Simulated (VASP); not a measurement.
# B3As (I4/mmm) in VASP: notebook

Runs on B3As. Level: r2SCAN. Tasks: single point, relaxation of cell and atoms.

All numbers are computed with VASP 6.6.1; they aren't measurements. Logs are shortened: lines on timing, memory, paths and dates and some standing lists are left out, and cuts for length are marked.

## 1. The cell of the first run

Symmetry: I4/mmm, No. 139, tetragonal system. Conventional cell: a = 3.307 Å, b = 3.307 Å, c = 7.387 Å, α = 90.00°, β = 90.00°, γ = 90.00°. Within 3.1 Å of B (site symmetry 4/mmm) lie 4 As at 2.34 Å and 8 B at 2.48 Å. Within 3.1 Å of B (site symmetry -4m2) lie 8 B at 2.34 to 2.48 Å and 4 As at 2.48 Å. Within 3.1 Å of As (site symmetry 4/mmm) lie 12 B at 2.34 to 2.48 Å.

## 2. Single point, r2SCAN

Contents of POSCAR:

```
B3As
1.0
   -1.6535047023      1.6535047023      3.6935429713
    1.6535047023     -1.6535047023      3.6935429713
    1.6535047023      1.6535047023     -3.6935429713
B As
3 1
Direct
    0.5000000000      0.5000000000      0.0000000000
    0.2500000000      0.7500000000      0.5000000000
    0.7500000000      0.2500000000      0.5000000000
    0.0000000000      0.0000000000      0.0000000000
```

Contents of INCAR.step1:

```
SYSTEM = B3As
PREC = Accurate
ENCUT = 520
ISMEAR = 0
SIGMA = 0.1
LREAL = .FALSE.
LASPH = .TRUE.
NELM = 100
NBANDS = 15
GGA = PE
ALGO = Normal
EDIFF = 1E-4
LWAVE = .TRUE.
LCHARG = .FALSE.
```

Contents of INCAR.step2:

```
SYSTEM = B3As
PREC = Accurate
ENCUT = 520
EDIFF = 1E-6
ISMEAR = 0
SIGMA = 0.1
LREAL = .FALSE.
LASPH = .TRUE.
NELM = 100
ALGO = Normal
ISIF = 2
LWAVE = .FALSE.
LCHARG = .FALSE.
METAGGA = R2SCAN
LMIXTAU = .TRUE.
NBANDS = 15
ISTART = 1
```

Contents of KPOINTS:

```
regular mesh
0
G
  8 8 8
  0 0 0
```

Potentials or basis: VASP PAW PBE potentials, release 64 (B, As).

Started as:

```sh
cat potpaw_PBE.64/B/POTCAR potpaw_PBE.64/As/POTCAR > POTCAR
cp INCAR.step1 INCAR
mpirun -np 1 vasp_std > vasp.out
cp INCAR.step2 INCAR
mpirun -np 1 vasp_std > vasp.out
```

OUTCAR:

```text
SYSTEM = B3As
   PREC = Accurate
   ENCUT = 520
   EDIFF = 1E-6
   ISMEAR = 0
   LREAL = .FALSE.
   LASPH = .TRUE.
   NELM = 100
   ISIF = 2
   METAGGA = R2SCAN
   ISTART = 1

 ion  position               nearest neighbor table
   1  0.500  0.500  0.000-   4 2.34   4 2.34   4 2.34   4 2.34
   2  0.250  0.750  0.500-   4 2.48   4 2.48   4 2.48   4 2.48
   3  0.750  0.250  0.500-   4 2.48   4 2.48   4 2.48   4 2.48
   4  0.000  0.000  0.000-   1 2.34   1 2.34   1 2.34   1 2.34   3 2.48   2 2.48   3 2.48   2 2.48
                             3 2.48   3 2.48   2 2.48   2 2.48

  LATTYP: Found a body centered tetragonal cell.
 ALAT       =     3.3070094046
 C/A-ratio  =     2.2337662337

  Lattice vectors:

 A1 = (  -1.6535047023,   1.6535047023,   3.6935429713)
 A2 = (   1.6535047023,  -1.6535047023,   3.6935429713)
 A3 = (   1.6535047023,   1.6535047023,  -3.6935429713)

Analysis of symmetry for initial positions (statically):
=====================================================================
 Subroutine PRICEL returns:
 Original cell was already a primitive cell.

 Routine SETGRP: Setting up the symmetry group for a
 body centered tetragonal supercell.

 Subroutine GETGRP returns: Found 16 space group operations
 (whereof 16 operations were pure point group operations)
 out of a pool of 16 trial point group operations.

The static configuration has the point symmetry D_4h.

Analysis of symmetry for dynamics (positions and initial velocities):
=====================================================================
 Subroutine PRICEL returns:
 Original cell was already a primitive cell.

 Routine SETGRP: Setting up the symmetry group for a
 body centered tetragonal supercell.

 Subroutine GETGRP returns: Found 16 space group operations
 (whereof 16 operations were pure point group operations)
 out of a pool of 16 trial point group operations.

The dynamic configuration has the point symmetry D_4h.

 Subroutine INISYM returns: Found 16 space group operations
 (whereof 16 operations are pure point group operations),
 and found     1 'primitive' translations

----------------------------------------------------------------------------------------

                                     Primitive cell

  volume of cell :      40.3937

  direct lattice vectors                    reciprocal lattice vectors
    -1.653504702  1.653504702  3.693542971     0.000000000  0.302388012  0.135371378
     1.653504702 -1.653504702  3.693542971     0.302388012  0.000000000  0.135371378
[... 104 lines left out ...]
   ISMEAR =     0;   SIGMA  =   0.10  broadening in eV -4-tet -1-fermi 0-gaus
   EFERMI_NEDOS =   21; number of points for ismear=-14 and -15
   IALGO  =     38    algorithm
   IMIX   =      4    mixing-type and parameters
     AMIX     =   0.40;   BMIX     =  1.00
     AMIX_MAG =   1.60;   BMIX_MAG =  1.00
  volume/ion in A,a.u.               =      10.10        68.15
  Fermi-wavevector in a.u.,A,eV,Ry     =   1.149951  2.173093 17.992186  1.322388
  Thomas-Fermi vector in A             =   2.286618
   LORBIT       =      0    0 simple, 1 ext, 2 COOP (PROOUT), +10 PAW based schemes
   METAGGA = R2SCAN    functional components
   LHFCALC =     F    Hartree Fock is set to
   AEXX    =    0.0000 exact exchange contribution
   IVDW    =     0    specifies the selected vdW correction
   LEPSILON=     F    determine dielectric tensor
   LRPA    =     F    only Hartree local field effects (RPA)
 non-spin polarized calculation
 Gauss-broadening in eV      SIGMA  =   0.10
  energy-cutoff  :      520.00
  volume of cell :       40.39
 maximum number of plane-waves:      1108
 NGX is ok and might be reduce to    36
   NGX = 17   NGY = 17   NGZ = 17

 number of electron      14.0000000 magnetization

 Free energy of the ion-electron system (eV)
  ---------------------------------------------------
  ext. energy  EPLUGINS =         0.00000000
  ---------------------------------------------------
  free energy    TOTEN  =       -28.28006778 eV

  energy without entropy =      -28.27028142  energy(sigma->0) =      -28.27517460

 E-fermi :   7.6591     XC(G=0): -12.4965

 val. band max:        7.6488124340   @ k =   0.5000   0.5000   0.1250
 cond. band min:       7.6806530121   @ k =  -0.1250   0.2500   0.1250
 fundamental gap:      0.0318405781
 Fermi energy:         7.6590563296

 k-point     1 :       0.0000    0.0000    0.0000
  band No.  band energies     occupation
      1      -9.7895      2.00000
      2       0.3764      2.00000
      3       1.8676      2.00000
      4       4.2065      2.00000
      5       4.2065      2.00000
      6       5.4981      2.00000
      7       5.4981      2.00000
      8       6.2250      2.00000
      9       7.6956      0.60555
     10       7.8818      0.00163
     11       8.8267      0.00000
     12      13.0430      0.00000
     13      13.0430      0.00000
     14      18.6179      0.00000
[... 401 lines left out ...]
      2      -3.9343      2.00000
      3       0.5567      2.00000
      4       0.7902      2.00000
      5       1.4113      2.00000
      6       2.6029      2.00000
      7       6.9903      2.00000
      8       7.0495      2.00000
      9      10.1865      0.00000
     10      10.3559      0.00000
     11      13.7567      0.00000
     12      14.0342      0.00000
     13      14.4545      0.00000
     14      14.6794      0.00000
     15      16.7898      0.00000

 [... further k-points ...]

------------------------ aborting loop because EDIFF is reached ----------------------------------------

  FORCE on cell =-STRESS in cart. coord.  units (eV):
  Direction    XX          YY          ZZ          XY          YZ          ZX
  --------------------------------------------------------------------------------------
  -------------------------------------------------------------------------------------
  Total       -2.8835639     -2.8835639      1.2856565      0.0000000     -0.0000000      0.0000000
  in kB     -114.3736917   -114.3736917     50.9942856      0.0000000     -0.0000000      0.0000000
  external PRESSURE =     -59.2510326 kB  Pullay stress =       0.0000000 kB

 VOLUME and BASIS-vectors are now :
 -----------------------------------------------------------------------------
  energy-cutoff  :      520.00
  volume of cell :       40.39
      direct lattice vectors                 reciprocal lattice vectors
    -1.653504702  1.653504702  3.693542971     0.000000000  0.302388012  0.135371378
     1.653504702 -1.653504702  3.693542971     0.302388012  0.000000000  0.135371378
     1.653504702  1.653504702 -3.693542971     0.302388012  0.302388012  0.000000000

 POSITION                                       TOTAL-FORCE (eV/Angst)
 -----------------------------------------------------------------------------------
      0.00000      0.00000      3.69354         0.000000      0.000000     -0.000000
      1.65350      0.00000      1.84677        -0.000000      0.000000      0.000000
      0.00000      1.65350      1.84677         0.000000     -0.000000      0.000000
      0.00000      0.00000      0.00000         0.000000      0.000000     -0.000000
 -----------------------------------------------------------------------------------
    total drift:                               -0.000000      0.000000      0.000000

  FREE ENERGIE OF THE ION-ELECTRON SYSTEM (eV)
  ---------------------------------------------------
  free  energy   TOTEN  =       -28.2800677837 eV

  energy  without entropy=      -28.2702814185  energy(sigma->0) =      -28.27517460
```

OUTCAR.step1:

```text
SYSTEM = B3As
   PREC = Accurate
   ENCUT = 520
   ISMEAR = 0
   LREAL = .FALSE.
   LASPH = .TRUE.
   NELM = 100
[... 662 lines left out ...]
      1.65350      0.00000      1.84677        -0.000000      0.000000      0.000000
      0.00000      1.65350      1.84677         0.000000      0.000000     -0.000000
      0.00000      0.00000      0.00000         0.000000     -0.000000     -0.000000
 -----------------------------------------------------------------------------------
    total drift:                               -0.000000      0.000000      0.000000

  FREE ENERGIE OF THE ION-ELECTRON SYSTEM (eV)
  ---------------------------------------------------
  free  energy   TOTEN  =       -16.9853835150 eV

  energy  without entropy=      -16.9747843588  energy(sigma->0) =      -16.98008394
```

Wall time 7.7 min (1 thread of Intel Xeon 8259CL, shared host); peak memory 0.2 GiB.

Results:

| Quantity | Value |
| --- | --- |
| Free energy | -28.2801 eV |
| Pressure | -5.9 GPa |
| Band gap on the k mesh | zero (bands 7 and 8 overlap by 6.66 eV) |

Levels at points of the mesh, in eV from the Fermi level:
```csv
k point,band 4,band 5,band 6,band 7,band 8,band 9,band 10,band 11
"(0.00, 0.00, 0.00)",-3.45,-3.45,-2.16,-2.16,-1.43,0.04,0.22,1.17
"(0.50, 0.00, 0.00)",-7.51,-1.61,-1.19,0.19,0.95,2.19,2.80,3.23
"(0.50, 0.50, 0.00)",-7.75,-7.47,-6.38,-0.39,-0.28,-0.20,0.03,6.90
"(0.50, 0.50, 0.50)",-5.56,-2.73,-1.71,2.48,2.48,3.53,4.28,4.64
```

Caveat: the stress differs along the axes, from -11 to 5 GPa; the PAW data sets were made with another functional, which shifts forces and pressure a little.

(Continued in part 2 of 2.)

The gap in the log of VASP goes by the Fermi energy; the results here count the filled bands.